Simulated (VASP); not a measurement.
# Al2O3 (P-6m2) in VASP: a series of runs

Runs on Al2O3. Level: r2SCAN. Tasks: single point.

All numbers are computed with VASP 6.6.1; they aren't measurements. Logs are shortened: lines on timing, memory, paths and dates and some standing lists are left out, and cuts for length are marked.

**1. The cell of the first run**

It takes space group P-6m2 (No. 187, hexagonal). The conventional cell has a = 2.751 Å, b = 2.751 Å, c = 6.439 Å, α = 90.00°, β = 90.00°, γ = 120.00°. Al (site symmetry 3m) has 6 O at 1.73 to 2.07 Å within 2.3 Å. O (site symmetry 3m) has 3 Al at 1.73 Å within 2.3 Å. O (site symmetry -6m2) has 6 Al at 2.07 Å and 6 O at 2.56 Å within 2.7 Å.

**2. Single point, r2SCAN**

The input, POSCAR:

```
Al2O3
1.0
    2.7509947590      0.0000000000      0.0000000000
   -1.3754973795      2.3824313469      0.0000000000
    0.0000000000      0.0000000000      6.4387513343
Al O
2 3
Direct
    0.0000000000      0.0000000000      0.7934491268
    0.0000000000      0.0000000000      0.2065508732
    0.3333333333      0.6666666667      0.6882641547
    0.6666666667      0.3333333333      0.0000000000
    0.3333333333      0.6666666667      0.3117358453
```

The input, INCAR.step1:

```
SYSTEM = Al2O3
ALGO = Normal
EDIFF = 1E-4
ENCUT = 520
GGA = PE
ISMEAR = -1
LASPH = .TRUE.
LCHARG = .FALSE.
LREAL = .FALSE.
LWAVE = .TRUE.
NBANDS = 20
NELM = 60
PREC = Accurate
SIGMA = 0.05
```

The input, INCAR.step2:

```
SYSTEM = Al2O3
ALGO = Normal
EDIFF = 1E-7
ENCUT = 520
ISIF = 2
ISMEAR = -1
ISTART = 1
LASPH = .TRUE.
LCHARG = .FALSE.
LMIXTAU = .TRUE.
LREAL = .FALSE.
LWAVE = .FALSE.
METAGGA = R2SCAN
NBANDS = 20
NELM = 60
PREC = Accurate
SIGMA = 0.05
```

The input, KPOINTS:

```
k-points
0
G
  11 11 3
  0 0 0
```

Potentials or basis: VASP PAW PBE potentials, release 64 (Al, O).

The run is started by

```sh
$ cat potpaw_PBE.64/Al/POTCAR potpaw_PBE.64/O/POTCAR > POTCAR
$ cp INCAR.step1 INCAR
$ mpirun -np 1 vasp_std > vasp.out
$ cp INCAR.step2 INCAR
$ mpirun -np 1 vasp_std > vasp.out
```

OUTCAR:

```text
SYSTEM = Al2O3
   EDIFF = 1E-7
   ENCUT = 520
   ISIF = 2
   ISMEAR = -1
   ISTART = 1
   LASPH = .TRUE.
   LREAL = .FALSE.
   METAGGA = R2SCAN
   NELM = 60
   PREC = Accurate

 ion  position               nearest neighbor table
   1  0.000  0.000  0.793-   3 1.73   3 1.73   3 1.73   4 2.07   4 2.07   4 2.07   2 2.66
   2  0.000  0.000  0.207-   5 1.73   5 1.73   5 1.73   4 2.07   4 2.07   4 2.07   1 2.66
   3  0.333  0.667  0.688-   1 1.73   1 1.73   1 1.73
   4  0.667  0.333  0.000-   1 2.07   2 2.07   1 2.07   2 2.07   1 2.07   2 2.07
   5  0.333  0.667  0.312-   2 1.73   2 1.73   2 1.73

  LATTYP: Found a hexagonal cell.
 ALAT       =     2.7509947590
 C/A-ratio  =     2.3405174849

  Lattice vectors:

 A1 = (   2.7509947590,   0.0000000000,   0.0000000000)
 A2 = (  -1.3754973795,   2.3824313469,   0.0000000000)
 A3 = (   0.0000000000,   0.0000000000,   6.4387513343)

Analysis of symmetry for initial positions (statically):
=====================================================================
 Subroutine PRICEL returns:
 Original cell was already a primitive cell.

 Routine SETGRP: Setting up the symmetry group for a
 hexagonal supercell.

 Subroutine GETGRP returns: Found 12 space group operations
 (whereof 12 operations were pure point group operations)
 out of a pool of 24 trial point group operations.

The static configuration has the point symmetry D_3h.

Analysis of symmetry for dynamics (positions and initial velocities):
=====================================================================
 Subroutine PRICEL returns:
 Original cell was already a primitive cell.

 Routine SETGRP: Setting up the symmetry group for a
 hexagonal supercell.

 Subroutine GETGRP returns: Found 12 space group operations
 (whereof 12 operations were pure point group operations)
 out of a pool of 24 trial point group operations.

The dynamic configuration has the point symmetry D_3h.

 Subroutine INISYM returns: Found 12 space group operations
 (whereof 12 operations are pure point group operations),
 and found     1 'primitive' translations

----------------------------------------------------------------------------------------

                                     Primitive cell

  volume of cell :      42.1999

  direct lattice vectors                    reciprocal lattice vectors
     2.750994759  0.000000000  0.000000000     0.363504873  0.209869636  0.000000000
    -1.375497380  2.382431347  0.000000000     0.000000000  0.419739272  0.000000000
     0.000000000  0.000000000  6.438751334     0.000000000  0.000000000  0.155309616

  length of vectors
     2.750994759  2.750994759  6.438751334     0.419739272  0.419739272  0.155309616

  position of ions in fractional coordinates (direct lattice)
     0.000000000  0.000000000  0.793449127
     0.000000000  0.000000000  0.206550873
     0.333333333  0.666666667  0.688264155
     0.666666667  0.333333333  0.000000000
     0.333333333  0.666666667  0.311735845

  ion indices of the primitive-cell ions
   primitive index   ion index
                 1           1
                 2           2
                 3           3
                 4           4
                 5           5

----------------------------------------------------------------------------------------

 KPOINTS: k-points

Automatic generation of k-mesh.
 Grid dimensions read from file:
 generate k-points for:   11   11    3

 Generating k-lattice:

  Cartesian coordinates                     Fractional coordinates (reciprocal lattice)
     0.033045898  0.019079058  0.000000000     0.090909091  0.000000000  0.000000000
     0.000000000  0.038158116  0.000000000     0.000000000  0.090909091  0.000000000
     0.000000000  0.000000000  0.051769872     0.000000000  0.000000000  0.333333333

  Length of vectors
     0.038158116  0.038158116  0.051769872

  Shift w.r.t. Gamma in fractional coordinates (k-lattice)
     0.000000000  0.000000000  0.000000000

 Subroutine IBZKPT returns following result:
 ===========================================

 Found     32 irreducible k-points:

 Following reciprocal coordinates:
            Coordinates               Weight
  0.000000  0.000000  0.000000      1.000000
  0.090909  0.000000  0.000000      6.000000
  0.181818  0.000000  0.000000      6.000000
  0.272727 -0.000000  0.000000      6.000000
  0.363636  0.000000  0.000000      6.000000
  0.454545  0.000000  0.000000      6.000000
[... 16 lines left out ...]
  0.090909  0.090909  0.333333     12.000000
  0.181818  0.090909  0.333333     24.000000
 [... further k-points ...]
   k-points           NKPTS =     32   k-points in BZ     NKDIM =     32   number of bands    NBANDS=     20
   number of dos      NEDOS =    301   number of ions     NIONS =      5
   total plane-waves  NPLWV =  19200
   dimension x,y,z NGX =    20 NGY =   20 NGZ =   48
   dimension x,y,z NGXF=    40 NGYF=   40 NGZF=   96
   ions per type =               2   3
   NGX,Y,Z   is equivalent  to a cutoff of  12.09, 12.09, 12.39 a.u.
   NGXF,Y,Z  is equivalent  to a cutoff of  24.17, 24.17, 24.79 a.u.
 SYSTEM =  Al2O3
   PREC   = accura    normal or accurate (medium, high low for compatibility)
   ISTART =      1    job   : 0-new  1-cont  2-samecut
   ICHARG =      0    charge: 1-file 2-atom 10-const
   ISPIN  =      1    spin polarized calculation?
   LNONCOLLINEAR =      F non collinear calculations
   LSORBIT =      F    spin-orbit coupling
   LASPH  =      T    aspherical Exc in radial PAW
   ENCUT  =  520.0 eV  38.22 Ry    6.18 a.u.   5.12  5.12 11.97*2*pi/ulx,y,z
   NELM   =     60;   NELMIN=  2; NELMDL=  0     # of ELM steps
   EDIFF  = 0.1E-06   stopping-criterion for ELM
   LREAL  =      F    real-space projection
   EDIFFG = 0.1E-05   stopping-criterion for IOM
   NSW    =      0    number of steps for IOM
   IBRION =     -1    ionic relax: 0-MD 1-quasi-New 2-CG
   NFREE  =      0    steps in history (QN), initial steepest desc. (CG)
   ISIF   =      2    stress and relaxation
   ISYM   =      2    0-nonsym 1-usesym 2-fastsym
   POTIM  = 0.5000    time-step for ionic-motion
   TEBEG  =    0.0;   TEEND  =   0.0 temperature during run
   PSTRESS=    0.0 pullay stress
   NELECT =      24.0000    total number of electrons
   NUPDOWN=      -1.0000    fix difference up-down
   EMIN   =  10.00;   EMAX   =-10.00  energy-range for DOS
   EFERMI =   0.00;   METHOD = LEGACY
   ISMEAR =    -1;   SIGMA  =   0.05  broadening in eV -4-tet -1-fermi 0-gaus
   EFERMI_NEDOS =   21; number of points for ismear=-14 and -15
   IALGO  =     38    algorithm
   IMIX   =      4    mixing-type and parameters
     AMIX     =   0.40;   BMIX     =  1.00
     AMIX_MAG =   1.60;   BMIX_MAG =  1.00
  volume/ion in A,a.u.               =       8.44        56.96
  Fermi-wavevector in a.u.,A,eV,Ry     =   1.356359  2.563147 25.030769  1.839710
  Thomas-Fermi vector in A             =   2.483369
   LORBIT       =      0    0 simple, 1 ext, 2 COOP (PROOUT), +10 PAW based schemes
   METAGGA = R2SCAN    functional components
   LHFCALC =     F    Hartree Fock is set to
   AEXX    =    0.0000 exact exchange contribution
   IVDW    =     0    specifies the selected vdW correction
   LEPSILON=     F    determine dielectric tensor
   LRPA    =     F    only Hartree local field effects (RPA)
 non-spin polarized calculation
  energy-cutoff  :      520.00
  volume of cell :       42.20
 maximum number of plane-waves:      1153
   NGX = 11   NGY = 11   NGZ = 23

 number of electron      23.9999979 magnetization

 Free energy of the ion-electron system (eV)
  ---------------------------------------------------
  ext. energy  EPLUGINS =         0.00000000
  ---------------------------------------------------
  free energy    TOTEN  =       -46.15063963 eV

  energy without entropy =      -46.15063963  energy(sigma->0) =      -46.15063963

 E-fermi :   7.4640     XC(G=0): -12.1179

 val. band max:        6.3251197577   @ k =   0.0909   0.0909   0.0000
 cond. band min:      12.2227899278   @ k =   0.0000   0.0000   0.0000
 fundamental gap:      5.8976701701
 Fermi energy:         7.4639602275

 k-point     1 :       0.0000    0.0000    0.0000
  band No.  band energies     occupation
      1     -15.3469      2.00000
      2     -13.4436      2.00000
      3     -12.6466      2.00000
      4       0.0034      2.00000
      5       2.2451      2.00000
      6       3.7243      2.00000
[... 12 lines left out ...]
     19      22.6501      0.00000
     20      23.3023      0.00000

 k-point     2 :       0.0909    0.0000    0.0000
  band No.  band energies     occupation
      1     -15.2250      2.00000
      2     -13.3523      2.00000
      3     -12.5954      2.00000
      4       0.0501      2.00000
      5       2.1080      2.00000
      6       3.4918      2.00000
[... 12 lines left out ...]
     19      22.9489      0.00000
     20      23.1805      0.00000

 k-point     3 :       0.1818    0.0000    0.0000
  band No.  band energies     occupation
      1     -14.8760      2.00000
      2     -13.0973      2.00000
      3     -12.4627      2.00000
      4       0.1226      2.00000
      5       1.4194      2.00000
      6       2.9457      2.00000
[... 12 lines left out ...]
     19      23.0177      0.00000
     20      23.6900      0.00000

 k-point     4 :       0.2727   -0.0000    0.0000
  band No.  band energies     occupation
      1     -14.3518      2.00000
      2     -12.7390      2.00000
      3     -12.3112      2.00000
      4       0.0079      2.00000
      5       0.2656      2.00000
      6       1.8876      2.00000
[... 429 lines left out ...]
 k-point    23 :       0.0909    0.0909    0.3333
  band No.  band energies     occupation
      1     -14.9295      2.00000
      2     -13.4606      2.00000
      3     -12.2559      2.00000
      4      -0.2890      2.00000
      5       2.1642      2.00000
      6       2.9323      2.00000
[... 12 lines left out ...]
     19      22.6603      0.00000
     20      23.4629      0.00000

 k-point    24 :       0.1818    0.0909    0.3333
  band No.  band energies     occupation
      1     -14.4949      2.00000
      2     -13.1455      2.00000
      3     -12.1247      2.00000
      4      -0.1331      2.00000
      5       1.0544      2.00000
      6       2.1019      2.00000
[... 12 lines left out ...]
     19      22.1571      0.00000
     20      23.3006      0.00000

 [... further k-points ...]

------------------------ aborting loop because EDIFF is reached ----------------------------------------

  FORCE on cell =-STRESS in cart. coord.  units (eV):
  Direction    XX          YY          ZZ          XY          YZ          ZX
  --------------------------------------------------------------------------------------
  -------------------------------------------------------------------------------------
  Total        8.0417160      8.0417160      7.7586808      0.0000000     -0.0000000      0.0000000
  in kB      305.3145513    305.3145513    294.5687389      0.0000000     -0.0000000      0.0000000
  external PRESSURE =     301.7326139 kB  Pullay stress =       0.0000000 kB

 VOLUME and BASIS-vectors are now :
 -----------------------------------------------------------------------------
  energy-cutoff  :      520.00
  volume of cell :       42.20
      direct lattice vectors                 reciprocal lattice vectors
     2.750994759  0.000000000  0.000000000     0.363504873  0.209869636  0.000000000
    -1.375497380  2.382431347  0.000000000     0.000000000  0.419739272  0.000000000
     0.000000000  0.000000000  6.438751334     0.000000000  0.000000000  0.155309616

 POSITION                                       TOTAL-FORCE (eV/Angst)
 -----------------------------------------------------------------------------------
      0.00000      0.00000      5.10882         0.000000      0.000000      0.005580
      0.00000      0.00000      1.32993         0.000000      0.000000     -0.005580
     -0.00000      1.58829      4.43156        -0.000000      0.000000      0.017879
      1.37550      0.79414      0.00000         0.000000     -0.000000      0.000000
     -0.00000      1.58829      2.00719        -0.000000      0.000000     -0.017879
 -----------------------------------------------------------------------------------
    total drift:                                0.000012     -0.000007     -0.000000

  FREE ENERGIE OF THE ION-ELECTRON SYSTEM (eV)
  ---------------------------------------------------
  free  energy   TOTEN  =       -46.1506396306 eV

  energy  without entropy=      -46.1506396306  energy(sigma->0) =      -46.15063963
```

Run time: 2 min. Hardware: 1 thread of AMD EPYC 7R43 (Zen 3), shared host; peak memory 0.12 GiB.

What came out:

```yaml
Free_energy: -46.1506 eV
Pressure: 30.2 GPa
Largest_force: 0.018 eV/Å
Band_gap_on_the_k_mesh: 5.90 eV, indirect (least direct gap 5.96 eV)
```

Forces in eV/Å, atoms in the order of the input:
```
Al   0.000  0.000  0.006
Al   0.000  0.000 -0.006
O    0.000  0.000  0.018
O    0.000  0.000  0.000
O    0.000  0.000 -0.018
```

Caveat: the PAW data sets were made with another functional, which shifts forces and pressure a little.

**3. Single point, r2SCAN**

This run uses another cell than the first one, of 8.81 Å³/atom, 1.043 times its volume.

The input, POSCAR:

```
Al2O3
1.0
    2.7803192119      0.0000000000      0.0000000000
   -1.3901596060      2.4078270681      0.0000000000
    0.0000000000      0.0000000000      6.5765980259
Al O
2 3
Direct
    0.0000000000      0.0000000000      0.7953197365
    0.0000000000      0.0000000000      0.2046802635
    0.3333333333      0.6666666667      0.6926572668
    0.6666666667      0.3333333333      0.0000000000
    0.3333333333      0.6666666667      0.3073427332
```

The input, INCAR.step1:

```
SYSTEM = Al2O3
PREC = Accurate
ENCUT = 520
ISMEAR = -1
SIGMA = 0.05
LREAL = .FALSE.
LASPH = .TRUE.
NELM = 60
NBANDS = 20
GGA = PE
ALGO = Normal
EDIFF = 1E-4
LWAVE = .TRUE.
LCHARG = .FALSE.
```

The input, INCAR.step2:

```
SYSTEM = Al2O3
PREC = Accurate
ENCUT = 520
EDIFF = 1E-7
ISMEAR = -1
SIGMA = 0.05
LREAL = .FALSE.
LASPH = .TRUE.
NELM = 60
ALGO = Normal
ISIF = 2
LWAVE = .FALSE.
LCHARG = .FALSE.
METAGGA = R2SCAN
LMIXTAU = .TRUE.
NBANDS = 20
ISTART = 1
```

The input, KPOINTS:

```
regular mesh
0
G
  11 11 3
  0 0 0
```

Potentials or basis: VASP PAW PBE potentials, release 64 (Al, O).

The run is started by

```sh
$ cat potpaw_PBE.64/Al/POTCAR potpaw_PBE.64/O/POTCAR > POTCAR
$ cp INCAR.step1 INCAR
$ mpirun -np 1 vasp_std > vasp.out
$ cp INCAR.step2 INCAR
$ mpirun -np 1 vasp_std > vasp.out
```

Run time: 2.6 min. Hardware: 1 thread of AMD EPYC 7R43 (Zen 3), shared host; peak memory 0.14 GiB.

The run converged. Its results:

| Property | Result |
| --- | --- |
| Free energy | -46.4375 eV |
| Pressure | 20.0 GPa |
| Largest force | 0.028 eV/Å |
| Band gap on the k mesh | 5.75 eV, indirect (least direct gap 5.82 eV) |

Forces in eV/Å, atoms in the order of the input:
```
Al   0.000  0.000 -0.009
Al   0.000  0.000  0.009
O    0.000  0.000  0.028
O    0.000  0.000  0.000
O    0.000  0.000 -0.028
```

Stress tensor (GPa, compression positive):
```
20.32  0.00  0.00
 0.00 20.32  0.00
 0.00  0.00 19.43
```

Levels at points of the mesh, in eV from the valence-band top:
```
           k point  band 8  band 9  band 10  band 11  band 12  band 13  band 14  band 15  band 16  band 17
(0.00, 0.00, 0.00)   -1.75   -1.75    -1.37    -1.37    -0.07     5.75     8.56    10.48    14.40    15.80
```

Caveat: the PAW data sets were made with another functional, which shifts forces and pressure a little. A k mesh can miss the band edges.
